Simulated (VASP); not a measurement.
# Re (P6_3/mmc) in VASP: settings compared

Aim: see how the results for Re move with the level of theory and the settings. Levels: r2SCAN+D4, r2SCAN. Tasks: single point.

Everything below comes from runs of VASP 6.6.1. Logs are shortened: lines on timing, memory, paths and dates and some standing lists are left out, and cuts for length are marked.

### 1 The cell of the first run

It takes space group P6_3/mmc (No. 194, hexagonal). The conventional cell has a = 2.797 Å, b = 2.797 Å, c = 4.517 Å, α = 90.00°, β = 90.00°, γ = 120.00°. Within 3.7 Å of Re (site symmetry -6m2) lie 12 Re at 2.78 to 2.80 Å.

### 2 Single point, r2SCAN+D4

POSCAR

```
Re
1.0
    2.7971304821      0.0000000000      0.0000000000
   -1.3985652410      2.4223860552      0.0000000000
    0.0000000000      0.0000000000      4.5168672541
Re
2
Direct
    0.6666666667      0.3333333333      0.7500000000
    0.3333333333      0.6666666667      0.2500000000
```

INCAR.step1

```
PREC     = Accurate       # precision mode
ENCUT    = 520            # plane-wave cutoff, eV
ISMEAR   = -1             # smearing method
SIGMA    = 0.05           # smearing width, eV
LREAL    = False          # projectors in reciprocal space
LASPH    = True           # aspherical terms in the spheres
NELM     = 100            # most SCF steps
NBANDS   = 14             # bands
GGA      = PE             # functional
ALGO     = Normal         # electronic algorithm
EDIFF    = 1E-4           # SCF threshold, eV
LWAVE    = True           # write WAVECAR
LCHARG   = False          # write CHGCAR
```

INCAR.step2

```
PREC     = Accurate       # precision mode
ENCUT    = 520            # plane-wave cutoff, eV
EDIFF    = 1E-6           # SCF threshold, eV
ISMEAR   = -1             # smearing method
SIGMA    = 0.05           # smearing width, eV
LREAL    = False          # projectors in reciprocal space
LASPH    = True           # aspherical terms in the spheres
NELM     = 100            # most SCF steps
ALGO     = Normal         # electronic algorithm
ISIF     = 2              # what is computed and relaxed
LWAVE    = False          # write WAVECAR
LCHARG   = False          # write CHGCAR
METAGGA  = R2SCAN         # meta-GGA
LMIXTAU  = True         
IVDW     = 13             # dispersion correction
VDW_S6   = 1.0          
VDW_S8   = 0.6018749    
VDW_A1   = 0.51559235   
VDW_A2   = 5.77342911   
NBANDS   = 14             # bands
ISTART   = 1
```

KPOINTS

```
Automatic mesh
0
Gamma
  11 11 6
```

Potentials or basis: VASP PAW PBE potentials, release 64 (Re).

Run with:

```bash
> cat potpaw_PBE.64/Re/POTCAR > POTCAR
> cp INCAR.step1 INCAR
> mpirun -np 1 vasp_std > vasp.out
> cp INCAR.step2 INCAR
> mpirun -np 1 vasp_std > vasp.out
```

OUTCAR:

```text
PREC = Accurate
   ENCUT = 520
   EDIFF = 1E-6
   ISMEAR = -1
   LREAL = False
   LASPH = True
   NELM = 100
   ISIF = 2
   METAGGA = R2SCAN
   IVDW = 13
   ISTART = 1

 ion  position               nearest neighbor table
   1  0.667  0.333  0.750-   2 2.78   2 2.78   2 2.78   2 2.78   2 2.78   2 2.78
   2  0.333  0.667  0.250-   1 2.78   1 2.78   1 2.78   1 2.78   1 2.78   1 2.78

  LATTYP: Found a hexagonal cell.
 ALAT       =     2.7971304821
 C/A-ratio  =     1.6148217908

  Lattice vectors:

 A1 = (   2.7971304821,   0.0000000000,   0.0000000000)
 A2 = (  -1.3985652410,   2.4223860552,   0.0000000000)
 A3 = (   0.0000000000,   0.0000000000,   4.5168672541)

Analysis of symmetry for initial positions (statically):
=====================================================================
 Subroutine PRICEL returns:
 Original cell was already a primitive cell.

 Routine SETGRP: Setting up the symmetry group for a
 hexagonal supercell.

 Subroutine GETGRP returns: Found 24 space group operations
 (whereof 12 operations were pure point group operations)
 out of a pool of 24 trial point group operations.

The static configuration has the point symmetry D_3d.
 The point group associated with its full space group is D_6h.

Analysis of symmetry for dynamics (positions and initial velocities):
=====================================================================
 Subroutine PRICEL returns:
 Original cell was already a primitive cell.

 Routine SETGRP: Setting up the symmetry group for a
 hexagonal supercell.

 Subroutine GETGRP returns: Found 24 space group operations
 (whereof 12 operations were pure point group operations)
 out of a pool of 24 trial point group operations.

The dynamic configuration has the point symmetry D_3d.
 The point group associated with its full space group is D_6h.

 Subroutine INISYM returns: Found 24 space group operations
 (whereof 12 operations are pure point group operations),
 and found     1 'primitive' translations

----------------------------------------------------------------------------------------

                                     Primitive cell

  volume of cell :      30.6051

  direct lattice vectors                    reciprocal lattice vectors
     2.797130482  0.000000000  0.000000000     0.357509243  0.206408057  0.000000000
    -1.398565241  2.422386055  0.000000000     0.000000000  0.412816115  0.000000000
[... 94 lines left out ...]
   TEBEG  =    0.0;   TEEND  =   0.0 temperature during run
   PSTRESS=    0.0 pullay stress
   NELECT =      14.0000    total number of electrons
   NUPDOWN=      -1.0000    fix difference up-down
   EMIN   =  10.00;   EMAX   =-10.00  energy-range for DOS
   EFERMI =   0.00;   METHOD = LEGACY
   ISMEAR =    -1;   SIGMA  =   0.05  broadening in eV -4-tet -1-fermi 0-gaus
   EFERMI_NEDOS =   21; number of points for ismear=-14 and -15
   IALGO  =     38    algorithm
   IMIX   =      4    mixing-type and parameters
     AMIX     =   0.40;   BMIX     =  1.00
     AMIX_MAG =   1.60;   BMIX_MAG =  1.00
  volume/ion in A,a.u.               =      15.30       103.27
  Fermi-wavevector in a.u.,A,eV,Ry     =   1.261401  2.383702 21.648659  1.591132
  Thomas-Fermi vector in A             =   2.394862
   LORBIT       =      0    0 simple, 1 ext, 2 COOP (PROOUT), +10 PAW based schemes
   METAGGA = R2SCAN    functional components
   LHFCALC =     F    Hartree Fock is set to
   AEXX    =    0.0000 exact exchange contribution
   IVDW    =    13    specifies the selected vdW correction
   LEPSILON=     F    determine dielectric tensor
   LRPA    =     F    only Hartree local field effects (RPA)
 non-spin polarized calculation
  energy-cutoff  :      520.00
  volume of cell :       30.61
 maximum number of plane-waves:       839
 NGX is ok and might be reduce to    24
   NGX = 11   NGY = 11   NGZ = 17

 number of electron      14.0000000 magnetization

 Free energy of the ion-electron system (eV)
  ---------------------------------------------------
  ext. energy  EPLUGINS =         0.00000000
  ---------------------------------------------------
  free energy    TOTEN  =      -104.84746813 eV

  energy without entropy =     -104.83177968  energy(sigma->0) =     -104.83962390

 E-fermi :   7.2069     XC(G=0): -14.7477

 val. band max:        7.1963847190   @ k =   0.2727  -0.0000   0.5000
 cond. band min:       7.2240397376   @ k =   0.3636   0.0909   0.3333
 fundamental gap:      0.0276550186
 Fermi energy:         7.2068812645

 k-point     1 :       0.0000    0.0000    0.0000
  band No.  band energies     occupation
      1      -2.8620      2.00000
      2       0.5699      2.00000
      3       5.6648      2.00000
      4       5.6887      2.00000
      5       5.6887      2.00000
      6       6.4988      2.00000
      7       6.4988      2.00000
      8       7.4201      0.02775
      9       7.4201      0.02775
     10       7.6780      0.00016
     11      10.5420      0.00000
     12      10.5420      0.00000
     13      17.2239      0.00000
     14      21.9816      0.00000
[... 377 lines left out ...]
      1      -0.5183      2.00000
      2       2.2741      2.00000
      3       3.6465      2.00000
      4       4.0237      2.00000
      5       5.3111      2.00000
      6       5.9747      2.00000
      7       6.5741      1.99999
      8       7.5286      0.00321
      9       8.2247      0.00000
     10       8.5979      0.00000
     11      10.9074      0.00000
     12      13.9363      0.00000
     13      18.4827      0.00000
     14      23.3032      0.00000

 [... further k-points ...]

------------------------ aborting loop because EDIFF is reached ----------------------------------------

  DFT-D4 for vdW energy calculation

  Edisp (eV):   -0.42059

  FORCE on cell =-STRESS in cart. coord.  units (eV):
  Direction    XX          YY          ZZ          XY          YZ          ZX
  --------------------------------------------------------------------------------------
  -------------------------------------------------------------------------------------
  Total      -3.17672    -3.17672    -3.00386    -0.00000     0.00000     0.00000
  in kB    -166.30161  -166.30161  -157.25217    -0.00000     0.00000     0.00000
  external pressure =     -163.29 kB  Pullay stress =        0.00 kB

 VOLUME and BASIS-vectors are now :
 -----------------------------------------------------------------------------
  energy-cutoff  :      520.00
  volume of cell :       30.61
      direct lattice vectors                 reciprocal lattice vectors
     2.797130482  0.000000000  0.000000000     0.357509243  0.206408057  0.000000000
    -1.398565241  2.422386055  0.000000000     0.000000000  0.412816115  0.000000000
     0.000000000  0.000000000  4.516867254     0.000000000  0.000000000  0.221392382

 POSITION                                       TOTAL-FORCE (eV/Angst)
 -----------------------------------------------------------------------------------
      1.39857      0.80746      3.38765        -0.000000      0.000000      0.000000
     -0.00000      1.61492      1.12922         0.000000      0.000000      0.000000
 -----------------------------------------------------------------------------------
    total drift:                               -0.000000      0.000000     -0.000000

  FREE ENERGIE OF THE ION-ELECTRON SYSTEM (eV)
  ---------------------------------------------------
  free  energy   TOTEN  =      -105.2680612564 eV

  energy  without entropy=     -105.2523728079  energy(sigma->0) =     -105.26021703
```

OUTCAR.step1:

```text
PREC = Accurate
   ENCUT = 520
   ISMEAR = -1
   LREAL = False
   LASPH = True
[... 632 lines left out ...]
      1.39857      0.80746      3.38765         0.000000      0.000000      0.000000
     -0.00000      1.61492      1.12922        -0.000000     -0.000000      0.000000
 -----------------------------------------------------------------------------------
    total drift:                               -0.000000      0.000000     -0.000000

  FREE ENERGIE OF THE ION-ELECTRON SYSTEM (eV)
  ---------------------------------------------------
  free  energy   TOTEN  =       -24.8338375555 eV

  energy  without entropy=      -24.8183768689  energy(sigma->0) =      -24.82610721
```

It took 3.1 min on 1 thread of Intel Xeon 8259CL, shared host; peak memory 0.18 GiB.

What came out:

* Free energy: -105.2681 eV
* Pressure: -16.3 GPa
* Band gap on the k mesh: zero (bands 7 and 8 overlap by 2.87 eV)
* Dispersion energy per atom: -0.210 eV

Levels at points of the mesh, in eV from the Fermi level:
| k point | band 3 | band 4 | band 5 | band 6 | band 7 | band 8 | band 9 | band 10 | band 11 | band 12 |
| --- | --- | --- | --- | --- | --- | --- | --- | --- | --- | --- |
| (0.00, 0.00, 0.00) | -1.54 | -1.52 | -1.52 | -0.71 | -0.71 | 0.21 | 0.21 | 0.47 | 3.34 | 3.34 |
| (0.00, 0.00, 0.50) | -2.39 | -2.39 | -1.65 | -1.65 | -1.65 | -1.65 | 2.52 | 2.52 | 2.52 | 2.52 |

Caveat: the cell stands under tension; the PAW data sets were made with another functional, which shifts forces and pressure a little; spin-orbit coupling is left out, which moves the levels of the heavy elements.

### 3 Single point, r2SCAN

POSCAR is that of step 2.

INCAR.step1: that of step 2 with these lines changed.

```diff
@@ -6,3 +6,3 @@
 LASPH    = True           # aspherical terms in the spheres
-NELM     = 100            # most SCF steps
+NELM     = 80             # most SCF steps
 NBANDS   = 14             # bands
```

INCAR.step2

```
PREC     = Accurate       # precision mode
ENCUT    = 520            # plane-wave cutoff, eV
EDIFF    = 1E-6           # SCF threshold, eV
ISMEAR   = -1             # smearing method
SIGMA    = 0.05           # smearing width, eV
LREAL    = False          # projectors in reciprocal space
LASPH    = True           # aspherical terms in the spheres
NELM     = 80             # most SCF steps
ALGO     = Normal         # electronic algorithm
ISIF     = 2              # what is computed and relaxed
LWAVE    = False          # write WAVECAR
LCHARG   = True           # write CHGCAR
METAGGA  = R2SCAN         # meta-GGA
LMIXTAU  = True         
LELF     = True           # ELF
LVHAR    = True         
NBANDS   = 14             # bands
ISTART   = 1
```

KPOINTS

```
regular mesh
0
Gamma
  11 11 6
```

Potentials or basis: VASP PAW PBE potentials, release 64 (Re).

Run with:

```bash
> cat potpaw_PBE.64/Re/POTCAR > POTCAR
> cp INCAR.step1 INCAR
> mpirun -np 1 vasp_std > vasp.out
> cp INCAR.step2 INCAR
> mpirun -np 1 vasp_std > vasp.out
```

OUTCAR:

```text
PREC = Accurate
   ENCUT = 520
   EDIFF = 1E-6
   ISMEAR = -1
   LREAL = False
   LASPH = True
   NELM = 80
   ISIF = 2
   METAGGA = R2SCAN
   ISTART = 1

 ion  position               nearest neighbor table
   1  0.667  0.333  0.750-   2 2.78   2 2.78   2 2.78   2 2.78   2 2.78   2 2.78
   2  0.333  0.667  0.250-   1 2.78   1 2.78   1 2.78   1 2.78   1 2.78   1 2.78

  LATTYP: Found a hexagonal cell.
 ALAT       =     2.7971304821
 C/A-ratio  =     1.6148217908

[... 587 lines left out ...]
      6       5.9747      2.00000
      7       6.5741      1.99999
      8       7.5286      0.00321
      9       8.2247      0.00000
     10       8.5979      0.00000
     11      10.9074      0.00000
     12      13.9363      0.00000
     13      18.4827      0.00000
     14      23.3032      0.00000

 [... further k-points ...]
[... 5 lines left out ...]
  --------------------------------------------------------------------------------------
  -------------------------------------------------------------------------------------
  Total       -2.8237426     -2.8237426     -2.6512896     -0.0000000      0.0000000      0.0000000
  in kB     -147.8230889   -147.8230889   -138.7951654     -0.0000000      0.0000000      0.0000000
  external PRESSURE =    -144.8137810 kB  Pullay stress =       0.0000000 kB

 VOLUME and BASIS-vectors are now :
 -----------------------------------------------------------------------------
  energy-cutoff  :      520.00
  volume of cell :       30.61
      direct lattice vectors                 reciprocal lattice vectors
     2.797130482  0.000000000  0.000000000     0.357509243  0.206408057  0.000000000
    -1.398565241  2.422386055  0.000000000     0.000000000  0.412816115  0.000000000
     0.000000000  0.000000000  4.516867254     0.000000000  0.000000000  0.221392382

 POSITION                                       TOTAL-FORCE (eV/Angst)
 -----------------------------------------------------------------------------------
      1.39857      0.80746      3.38765         0.000000     -0.000000      0.000000
     -0.00000      1.61492      1.12922        -0.000000      0.000000      0.000000
 -----------------------------------------------------------------------------------
    total drift:                               -0.000000      0.000000     -0.000000

  FREE ENERGIE OF THE ION-ELECTRON SYSTEM (eV)
  ---------------------------------------------------
  free  energy   TOTEN  =      -104.8474681278 eV

  energy  without entropy=     -104.8317796793  energy(sigma->0) =     -104.83962390
```

OUTCAR.step1:

```text
PREC = Accurate
   ENCUT = 520
   ISMEAR = -1
   LREAL = False
   LASPH = True
[... 632 lines left out ...]
      1.39857      0.80746      3.38765         0.000000      0.000000      0.000000
     -0.00000      1.61492      1.12922        -0.000000     -0.000000      0.000000
 -----------------------------------------------------------------------------------
    total drift:                               -0.000000      0.000000     -0.000000

  FREE ENERGIE OF THE ION-ELECTRON SYSTEM (eV)
  ---------------------------------------------------
  free  energy   TOTEN  =       -24.8338375555 eV

  energy  without entropy=      -24.8183768689  energy(sigma->0) =      -24.82610721
```

OSZICAR.step1:

```text
N       E                     dE             d eps       ncg     rms          rms(c)
DAV:   1     0.217624070907E+02    0.21762E+02   -0.67809E+03  3584   0.124E+03
DAV:   2    -0.251607328218E+02   -0.46923E+02   -0.41092E+02  2928   0.280E+02
DAV:   3    -0.263010720119E+02   -0.11403E+01   -0.10876E+01  2808   0.444E+01
DAV:   4    -0.263125032378E+02   -0.11431E-01   -0.11419E-01  2750   0.318E+00
DAV:   5    -0.263127212817E+02   -0.21804E-03   -0.21802E-03  2792   0.815E-01    0.396E+01
DAV:   6    -0.252020017110E+02    0.11107E+01   -0.92496E-01  3102   0.270E+01    0.152E+01
DAV:   7    -0.248481696346E+02    0.35383E+00   -0.57554E-01  3144   0.208E+01    0.840E-01
DAV:   8    -0.248347604702E+02    0.13409E-01   -0.87536E-03  3320   0.117E+00    0.252E-01
DAV:   9    -0.248337708165E+02    0.98965E-03   -0.22320E-04  1974   0.336E-01    0.809E-02
DAV:  10    -0.248338375555E+02   -0.66739E-04   -0.49407E-04  2240   0.229E-01
   1 F= -.24833838E+02 E0= -.24826107E+02  d E =-.154607E-01
```

Wall time 3.2 min (1 thread of Intel Xeon 8259CL, shared host); peak memory 0.17 GiB.

What came out:

* Free energy: -104.8475 eV
* Pressure: -14.5 GPa
* Band gap on the k mesh: zero (bands 7 and 8 overlap by 2.87 eV)

Stress tensor (GPa, compression positive):
```
-14.78   0.00   0.00
  0.00 -14.78   0.00
  0.00   0.00 -13.88
```

Caveat: the cell stands under tension; the PAW data sets were made with another functional, which shifts forces and pressure a little; spin-orbit coupling is left out, which moves the levels of the heavy elements.

The gap in the log of VASP goes by the Fermi energy; the results here count the filled bands.